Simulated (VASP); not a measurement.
Set up this calculation in VASP 6.6.1, as the native input.

```
Task                   : single point
Functional             : PBEsol
Potentials or basis    : VASP PAW PBE potentials, release 64 (Li_sv, H, N)
Cutoff                 : 520 eV
k mesh                 : 6 × 6 × 6
Occupations            : fermi-dirac, width 0.05 eV
Spin                   : no spin polarisation
Dipole correction      : no
Further INCAR settings : ALGO = Normal; EDIFF = 1e-07; NBANDS = 21
```

The structure of Li3H3N2 lies in POSCAR:

```
Li3H3N2
1.0
    1.8725642664      1.3009535094      6.0009661320
   -1.7730768235      1.2952492736      5.9317463450
    0.0500174429     -1.6781383287      5.7417114329
Li H N
3 3 2
Direct
    0.8828728951      0.7891666637      0.8729381789
    0.5752565260      0.4999934935      0.6548054730
    0.2076249840      0.0928560689      0.0222579412
    0.2513775359      0.1693469820      0.4101574735
    0.6256892870      0.4720475159      0.0323309028
   -0.1164886682      0.7173127187      0.4630475558
    0.2302923803      0.1489415785      0.2744971807
    0.7808719746      0.6637354943      0.7571257724
```

These files were run (other wordings do the same):

INCAR

```
SYSTEM = Li3H3N2
  PREC = Accurate
  ENCUT = 520
  EDIFF = 1E-7
  ISMEAR = -1
  SIGMA = 0.05
  LREAL = .FALSE.
  LASPH = .TRUE.
  NELM = 80
  ALGO = Normal
  ISIF = 2
  LWAVE = .FALSE.
  LCHARG = .FALSE.
  GGA = PS
  NBANDS = 21
```

KPOINTS

```
Automatic mesh
0
G
  6 6 6
  0 0 0
```

Potentials or basis: VASP PAW PBE potentials, release 64 (Li_sv, H, N).

Command:

```sh
$ cat potpaw_PBE.64/Li_sv/POTCAR potpaw_PBE.64/H/POTCAR potpaw_PBE.64/N/POTCAR > POTCAR
$ mpirun -np 1 vasp_std > vasp.out
```

It gave:

```json
{
 "Largest force": "0.044 eV/Å",
 "Band gap on the k mesh": "2.17 eV"
}
```

Caveat: the PAW data sets were made with another functional, which shifts forces and pressure a little.

Wall time 4.4 min on 1 thread of Intel(R) Xeon(R) Platinum 8488C (Sapphire Rapids) (shared host), peak memory 0.39 GiB.
